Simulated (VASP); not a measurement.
# CO2 (Pbcn) in VASP: relaxation of cell and atoms with PBE+D3(BJ)

Aim: the relaxation of cell and atoms of CO2 with PBE+D3(BJ).

Program: VASP 6.6.1. These are calculated values, not measurements. Logs are shortened: lines on timing, memory, paths and dates and some standing lists are left out, and cuts for length are marked.

## 1. The cell of the first run

Symmetry: Pbcn, No. 60, orthorhombic system. The conventional cell has a = 4.785 Å, b = 6.316 Å, c = 5.679 Å, α = 90.00°, β = 90.00°, γ = 90.00°. C (site symmetry 2) has 2 O at 1.17 Å within 1.6 Å. O (site symmetry 1) has 1 C at 1.17 Å within 1.6 Å.

## 2. Relaxation of cell and atoms, PBE+D3(BJ)

The input, INCAR:

```
PREC = Accurate
ENCUT = 600
EDIFF = 1E-6
ISMEAR = 0
SIGMA = 0.02
LREAL = F
LASPH = T
NELM = 100
ALGO = Normal
ISIF = 3
LWAVE = F
LCHARG = F
GGA = PE
IVDW = 12
IBRION = 2
NSW = 90
EDIFFG = -0.02
```

The input, KPOINTS:

```
Automatic mesh
0
Gamma
  4 4 4
```

The input, POSCAR:

```
CO2
1.0
    4.7845453300      0.0000000000      0.0000000000
    0.0000000000      6.3155396400      0.0000000000
    0.0000000000      0.0000000000      5.6788908400
C O
4 8
Direct
    0.5000000000      0.8529985200      0.7500000000
    0.0000000000      0.3529985200      0.7500000000
    0.0000000000      0.6470014800      0.2500000000
    0.5000000000      0.1470014800      0.2500000000
    0.7009711200      0.1463284600      0.1335830200
    0.2990288800      0.1463284600      0.3664169800
    0.7990288800      0.6463284600      0.1335830200
    0.2009711200      0.3536715400      0.8664169800
    0.2009711200      0.6463284600      0.3664169800
    0.7990288800      0.3536715400      0.6335830200
    0.7009711200      0.8536715400      0.6335830200
    0.2990288800      0.8536715400      0.8664169800
```

Potentials or basis: VASP PAW PBE potentials, release 64 (C, O).

The run is started by

```console
cat potpaw_PBE.64/C/POTCAR potpaw_PBE.64/O/POTCAR > POTCAR
mpirun -np 1 vasp_std > vasp.out
```

OUTCAR:

```text
PREC = Accurate
   ENCUT = 600
   EDIFF = 1E-6
   ISMEAR = 0
   LREAL = F
   LASPH = T
   NELM = 100
   ISIF = 3
   GGA = PE
   IVDW = 12
   IBRION = 2
   NSW = 90
   EDIFFG = -0.02
 IVDW          = 12

 ion  position               nearest neighbor table
   1  0.500  0.853  0.750-  11 1.17  12 1.17
   2  0.000  0.353  0.750-   8 1.17  10 1.17
   3  0.000  0.647  0.250-   7 1.17   9 1.17
   4  0.500  0.147  0.250-   5 1.17   6 1.17
   5  0.701  0.146  0.134-   4 1.17
   6  0.299  0.146  0.366-   4 1.17
   7  0.799  0.646  0.134-   3 1.17
   8  0.201  0.354  0.866-   2 1.17
   9  0.201  0.646  0.366-   3 1.17
  10  0.799  0.354  0.634-   2 1.17
  11  0.701  0.854  0.634-   1 1.17
  12  0.299  0.854  0.866-   1 1.17

  LATTYP: Found a simple orthorhombic cell.
 ALAT       =     4.7845453300
 B/A-ratio  =     1.1869238242
 C/A-ratio  =     1.3199874187

  Lattice vectors:

 A1 = (  -4.7845453300,   0.0000000000,   0.0000000000)
 A2 = (   0.0000000000,   0.0000000000,   5.6788908400)
 A3 = (   0.0000000000,   6.3155396400,   0.0000000000)

Analysis of symmetry for initial positions (statically):
=====================================================================
 Subroutine PRICEL returns:
 Original cell was already a primitive cell.

 Routine SETGRP: Setting up the symmetry group for a
 simple orthorhombic supercell.

 Subroutine GETGRP returns: Found  8 space group operations
 (whereof  2 operations were pure point group operations)
 out of a pool of  8 trial point group operations.

The static configuration has the point symmetry S_2 .
 The point group associated with its full space group is D_2h.

Analysis of symmetry for dynamics (positions and initial velocities):
=====================================================================
 Subroutine PRICEL returns:
 Original cell was already a primitive cell.

 Routine SETGRP: Setting up the symmetry group for a
 simple orthorhombic supercell.

 Subroutine GETGRP returns: Found  8 space group operations
 (whereof  2 operations were pure point group operations)
 out of a pool of  8 trial point group operations.

The dynamic configuration has the point symmetry S_2 .
 The point group associated with its full space group is D_2h.

 Subroutine INISYM returns: Found  8 space group operations
 (whereof  2 operations are pure point group operations),
 and found     1 'primitive' translations

----------------------------------------------------------------------------------------

                                     Primitive cell

  volume of cell :     171.5990

  direct lattice vectors                    reciprocal lattice vectors
     4.784545330  0.000000000  0.000000000     0.209006276  0.000000000  0.000000000
     0.000000000  6.315539640  0.000000000     0.000000000  0.158339597  0.000000000
     0.000000000  0.000000000  5.678890840     0.000000000  0.000000000  0.176090724

  length of vectors
     4.784545330  6.315539640  5.678890840     0.209006276  0.158339597  0.176090724

  position of ions in fractional coordinates (direct lattice)
     0.500000000  0.852998520  0.750000000
     0.000000000  0.352998520  0.750000000
     0.000000000  0.647001480  0.250000000
     0.500000000  0.147001480  0.250000000
     0.700971120  0.146328460  0.133583020
     0.299028880  0.146328460  0.366416980
     0.799028880  0.646328460  0.133583020
     0.200971120  0.353671540  0.866416980
     0.200971120  0.646328460  0.366416980
     0.799028880  0.353671540  0.633583020
     0.700971120  0.853671540  0.633583020
     0.299028880  0.853671540  0.866416980

  ion indices of the primitive-cell ions
   primitive index   ion index
                 1           1
                 2           2
                 3           3
                 4           4
                 5           5
                 6           6
                 7           7
                 8           8
                 9           9
                10          10
                11          11
                12          12

----------------------------------------------------------------------------------------

 KPOINTS: Automatic mesh

Automatic generation of k-mesh.
 Grid dimensions read from file:
 generate k-points for:    4    4    4

 Generating k-lattice:

  Cartesian coordinates                     Fractional coordinates (reciprocal lattice)
     0.052251569  0.000000000  0.000000000     0.250000000  0.000000000  0.000000000
     0.000000000  0.039584899  0.000000000     0.000000000  0.250000000  0.000000000
     0.000000000  0.000000000  0.044022681     0.000000000  0.000000000  0.250000000

  Length of vectors
     0.052251569  0.039584899  0.044022681

  Shift w.r.t. Gamma in fractional coordinates (k-lattice)
     0.000000000  0.000000000  0.000000000

 Subroutine IBZKPT returns following result:
 ===========================================

 Found     27 irreducible k-points:

 Following reciprocal coordinates:
            Coordinates               Weight
  0.000000  0.000000  0.000000      1.000000
  0.250000  0.000000  0.000000      2.000000
  0.500000  0.000000  0.000000      1.000000
  0.000000  0.250000  0.000000      2.000000
  0.250000  0.250000  0.000000      4.000000
  0.500000  0.250000  0.000000      2.000000
[... 16 lines left out ...]
  0.250000  0.250000  0.500000      4.000000
  0.500000  0.250000  0.500000      2.000000
 [... further k-points ...]
   k-points           NKPTS =     27   k-points in BZ     NKDIM =     27   number of bands    NBANDS=     39
   number of dos      NEDOS =    301   number of ions     NIONS =     12
   total plane-waves  NPLWV =  96000
   dimension x,y,z NGX =    40 NGY =   50 NGZ =   48
   dimension x,y,z NGXF=    80 NGYF=  100 NGZF=   96
   ions per type =               4   8
   NGX,Y,Z   is equivalent  to a cutoff of  13.90, 13.16, 14.05 a.u.
   NGXF,Y,Z  is equivalent  to a cutoff of  27.80, 26.32, 28.10 a.u.
 SYSTEM =  unknown system
   PREC   = accura    normal or accurate (medium, high low for compatibility)
   ISTART =      0    job   : 0-new  1-cont  2-samecut
   ICHARG =      2    charge: 1-file 2-atom 10-const
   ISPIN  =      1    spin polarized calculation?
   LNONCOLLINEAR =      F non collinear calculations
   LSORBIT =      F    spin-orbit coupling
   LASPH  =      T    aspherical Exc in radial PAW
   ENCUT  =  600.0 eV  44.10 Ry    6.64 a.u.   9.56 12.61 11.34*2*pi/ulx,y,z
   NELM   =    100;   NELMIN=  2; NELMDL= -5     # of ELM steps
   EDIFF  = 0.1E-05   stopping-criterion for ELM
   LREAL  =      F    real-space projection
   EDIFFG = -.2E-01   stopping-criterion for IOM
   NSW    =     90    number of steps for IOM
   IBRION =      2    ionic relax: 0-MD 1-quasi-New 2-CG
   NFREE  =      1    steps in history (QN), initial steepest desc. (CG)
   ISIF   =      3    stress and relaxation
   ISYM   =      2    0-nonsym 1-usesym 2-fastsym
   POTIM  = 0.5000    time-step for ionic-motion
   TEBEG  =    0.0;   TEEND  =   0.0 temperature during run
   PSTRESS=    0.0 pullay stress
   NELECT =      64.0000    total number of electrons
   NUPDOWN=      -1.0000    fix difference up-down
   EMIN   =  10.00;   EMAX   =-10.00  energy-range for DOS
   EFERMI =   0.00;   METHOD = LEGACY
   ISMEAR =     0;   SIGMA  =   0.02  broadening in eV -4-tet -1-fermi 0-gaus
   EFERMI_NEDOS =   21; number of points for ismear=-14 and -15
   IALGO  =     38    algorithm
   IMIX   =      4    mixing-type and parameters
     AMIX     =   0.40;   BMIX     =  1.00
     AMIX_MAG =   1.60;   BMIX_MAG =  1.00
  volume/ion in A,a.u.               =      14.30        96.50
  Fermi-wavevector in a.u.,A,eV,Ry     =   1.178410  2.226873 18.893748  1.388651
  Thomas-Fermi vector in A             =   2.314740
   LORBIT       =      0    0 simple, 1 ext, 2 COOP (PROOUT), +10 PAW based schemes
   GGA     = PE    functional components
   LHFCALC =     F    Hartree Fock is set to
   AEXX    =    0.0000 exact exchange contribution
   IVDW    =    12    specifies the selected vdW correction
   LEPSILON=     F    determine dielectric tensor
   LRPA    =     F    only Hartree local field effects (RPA)
 conjugate gradient relaxation of ions
 non-spin polarized calculation
 Gauss-broadening in eV      SIGMA  =   0.02
  energy-cutoff  :      600.00
  volume of cell :      171.60
 maximum number of plane-waves:      5770
 NGX is ok and might be reduce to    40
   NGX = 19   NGY = 25   NGZ = 23

--------------------------------------- Ionic step        1  -------------------------------------------

 number of electron      64.0000010 magnetization

 Free energy of the ion-electron system (eV)
  ---------------------------------------------------
  ext. energy  EPLUGINS =         0.00000000
  ---------------------------------------------------
  free energy    TOTEN  =       -91.95150648 eV

  energy without entropy =      -91.95150648  energy(sigma->0) =      -91.95150648

------------------------ aborting loop because EDIFF is reached ----------------------------------------

 Edisp (eV)   -0.87442

 E8    (eV) :    -0.2252

  FORCE on cell =-STRESS in cart. coord.  units (eV):
  Direction    XX          YY          ZZ          XY          YZ          ZX
  --------------------------------------------------------------------------------------
  -------------------------------------------------------------------------------------
  Total       5.35428     0.50547     3.08009     0.00000     0.00000     0.00000
  in kB      49.99162     4.71948    28.75806     0.00000     0.00000     0.00000
  external pressure =       27.82 kB  Pullay stress =        0.00 kB
[... 127 lines left out ...]
  FREE ENERGIE OF THE ION-ELECTRON SYSTEM (eV)
  ---------------------------------------------------
  free  energy   TOTEN  =       -92.8504914306 eV

  energy  without entropy=      -92.8504914306  energy(sigma->0) =      -92.85049143

[... ionic steps 4 to 10 ...]

--------------------------------------- Ionic step       11  -------------------------------------------

 number of electron      63.9999954 magnetization

------------------------ aborting loop because EDIFF is reached ----------------------------------------

 Edisp (eV)   -0.80633

 E8    (eV) :    -0.2062
[... 89 lines left out ...]
  energy  without entropy=      -92.8730415523  energy(sigma->0) =      -92.87304155

--------------------------------------- Ionic step       13  -------------------------------------------

 number of electron      63.9999964 magnetization

 Free energy of the ion-electron system (eV)
  ---------------------------------------------------
  ext. energy  EPLUGINS =         0.00000000
  ---------------------------------------------------
  free energy    TOTEN  =       -92.07107358 eV

  energy without entropy =      -92.07107358  energy(sigma->0) =      -92.07107358

 E-fermi :  -3.6320     XC(G=0):  -7.6817

 val. band max:       -3.7671886181   @ k =   0.0000   0.0000   0.2500
 cond. band min:       2.7637595593   @ k =   0.0000   0.0000   0.0000
 fundamental gap:      6.5309481774
 Fermi energy:        -3.6320461699

 k-point     1 :       0.0000    0.0000    0.0000
  band No.  band energies     occupation
      1     -24.3711      2.00000
      2     -24.2063      2.00000
      3     -24.1976      2.00000
      4     -24.1520      2.00000
      5     -23.2500      2.00000
      6     -23.2238      2.00000
[... 997 lines left out ...]
     38       4.5396      0.00000
     39       4.5396      0.00000

 [... further k-points ...]

------------------------ aborting loop because EDIFF is reached ----------------------------------------

 Edisp (eV)   -0.80222

 E8    (eV) :    -0.2050

  FORCE on cell =-STRESS in cart. coord.  units (eV):
  Direction    XX          YY          ZZ          XY          YZ          ZX
  --------------------------------------------------------------------------------------
  -------------------------------------------------------------------------------------
  Total      -0.04648    -0.06517     0.05107     0.00000     0.00000     0.00000
  in kB      -0.40389    -0.56631     0.44376     0.00000     0.00000     0.00000
  external pressure =       -0.18 kB  Pullay stress =        0.00 kB
[... 27 lines left out ...]
  FREE ENERGIE OF THE ION-ELECTRON SYSTEM (eV)
  ---------------------------------------------------
  free  energy   TOTEN  =       -92.8732983870 eV

  energy  without entropy=      -92.8732983870  energy(sigma->0) =      -92.87329839

 reached required accuracy - stopping structural energy minimisation
```

Wall time 38 min (1 thread of Intel Xeon 8259CL, shared host); peak memory 0.42 GiB.

What came out:

```
Free energy                           : -92.8733 eV
Relaxed volume                        : 15.36 Å³/atom
Relaxed cell                          : a = 4.852 Å, b = 6.473 Å, c = 5.871 Å, α = 90.00°, β = 90.00°, γ = 90.00°
Space group after relaxing (to 0.1 Å) : Pbcn (No. 60)
Energy gained by relaxing             : 3.9 meV/atom
Ionic steps                           : 13
Pressure after relaxing               : 0.0 GPa
Largest force after relaxing          : 0.009 eV/Å
Band gap on the k mesh                : 6.53 eV
Dispersion energy per atom            : -0.067 eV
```

Forces in eV/Å, atoms in the order of the input:
```
C    0.000 -0.009  0.000
C    0.000 -0.009  0.000
C    0.000  0.009  0.000
C    0.000  0.009  0.000
O   -0.001 -0.002  0.009
O    0.001 -0.002 -0.009
O    0.001 -0.002  0.009
O   -0.001  0.002 -0.009
O   -0.001 -0.002 -0.009
O    0.001  0.002  0.009
O   -0.001  0.002  0.009
O    0.001  0.002 -0.009
```

Step by step:
```
step  energy change (eV)  largest force (eV/Å)  pressure (GPa)  volume (Å³)
   1              0.0000                0.7684            2.78       171.60
   2              0.9490                4.4765          -12.57       177.82
   3             -0.0246                0.1094            0.25       172.41
   4             -0.0247                0.0588            0.40       172.35
   5             -0.0247                0.0462            0.44       172.34
   6             -0.0279                0.0415            0.41       173.16
   7             -0.0356                0.0327            0.32       175.63
   8             -0.0435                0.0966            0.18       180.64
   9             -0.0441                0.1211            0.14       182.50
  10             -0.0457                0.1879           -0.49       184.02
  11             -0.0459                0.1345           -0.32       183.62
  12             -0.0471                0.0584           -0.14       184.06
  13             -0.0474                0.0091           -0.02       184.37
```

Final structure:
```cif
data_structure
_symmetry_space_group_name_H-M 'P 1'
_symmetry_Int_Tables_number 1
_cell_length_a 4.8518
_cell_length_b 6.4727
_cell_length_c 5.8709
_cell_angle_alpha 90.000
_cell_angle_beta 90.000
_cell_angle_gamma 90.000
_cell_volume 184.37
loop_
_atom_site_label
_atom_site_type_symbol
_atom_site_fract_x
_atom_site_fract_y
_atom_site_fract_z
_atom_site_occupancy
C1 C 0.50000 0.85297 0.75000 1
C2 C 0.00000 0.35297 0.75000 1
C3 C 0.00000 0.64703 0.25000 1
C4 C 0.50000 0.14703 0.25000 1
O1 O 0.70022 0.14640 0.13745 1
O2 O 0.29978 0.14640 0.36255 1
O3 O 0.79978 0.64640 0.13745 1
O4 O 0.20022 0.35360 0.86255 1
O5 O 0.20022 0.64640 0.36255 1
O6 O 0.79978 0.35360 0.63745 1
O7 O 0.70022 0.85360 0.63745 1
O8 O 0.29978 0.85360 0.86255 1
```

Levels at points of the mesh, in eV from the valence-band top:
```tsv
k point	band 29	band 30	band 31	band 32	band 33	band 34	band 35	band 36
(0.00, 0.00, 0.00)	-0.32	-0.21	-0.07	0.00	6.53	7.72	7.88	8.07
(0.50, 0.00, 0.00)	-0.25	-0.25	-0.18	-0.18	7.78	7.78	8.00	8.00
(0.00, 0.50, 0.00)	-0.33	-0.33	-0.27	-0.27	7.52	7.52	7.92	7.92
(0.50, 0.50, 0.00)	-0.27	-0.27	-0.15	-0.15	7.74	7.74	8.10	8.10
(0.00, 0.00, 0.50)	-0.50	-0.50	-0.02	-0.02	7.78	7.78	7.88	7.88
(0.50, 0.00, 0.50)	-0.23	-0.23	-0.23	-0.23	7.82	7.82	7.82	7.82
(0.00, 0.50, 0.50)	-0.35	-0.35	-0.35	-0.35	7.84	7.84	7.84	7.84
(0.50, 0.50, 0.50)	-0.23	-0.23	-0.23	-0.23	7.82	7.82	7.82	7.82
```

A k mesh can miss the band edges.
